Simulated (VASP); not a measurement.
Wanted: the native input for a VASP 6.6.1 run.

* Task: single point
* Functional: PBE
* Potentials or basis: VASP PAW PBE potentials, release 64 (K_sv, F)
* Cutoff: 520 eV
* k mesh: 8 × 8 × 8
* Occupations: gaussian, width 0.05 eV
* Spin: no spin polarisation
* Dipole correction: no
* Further INCAR settings: ALGO = Normal; EDIFF = 1e-07; NBANDS = 15

The structure of KF lies in POSCAR:

```
KF
1.0
    0.1201380143      2.8422984586      2.8422984586
    2.8422984586      0.1201380143      2.8422984586
    2.8422984586      2.8422984586      0.1201380143
K F
1 1
Direct
    0.0000000000      0.0000000000      0.0000000000
    0.5000000000      0.5000000000      0.5000000000
```

These files were run (other wordings do the same):

INCAR

```
SYSTEM = KF
PREC = Accurate
ENCUT = 520
EDIFF = 1E-7
ISMEAR = 0
SIGMA = 0.05
LREAL = .False.
LASPH = .True.
NELM = 60
ALGO = Normal
ISIF = 2
LWAVE = .False.
LCHARG = .True.
GGA = PE
LELF = .True.
LVHAR = .True.
NBANDS = 15
```

KPOINTS

```
Automatic mesh
0
Gamma
  8 8 8
  0 0 0
```

Potentials or basis: VASP PAW PBE potentials, release 64 (K_sv, F).

Run with:

```sh
$ cat potpaw_PBE.64/K_sv/POTCAR potpaw_PBE.64/F/POTCAR > POTCAR
$ mpirun -np 1 vasp_std > vasp.out
```

Results of the run:

```
Pressure               : -1.9 GPa
Band gap on the k mesh : 5.53 eV
```

It took 70 s on 1 thread of Intel Xeon 8259CL (shared host), peak memory 0.19 GiB.
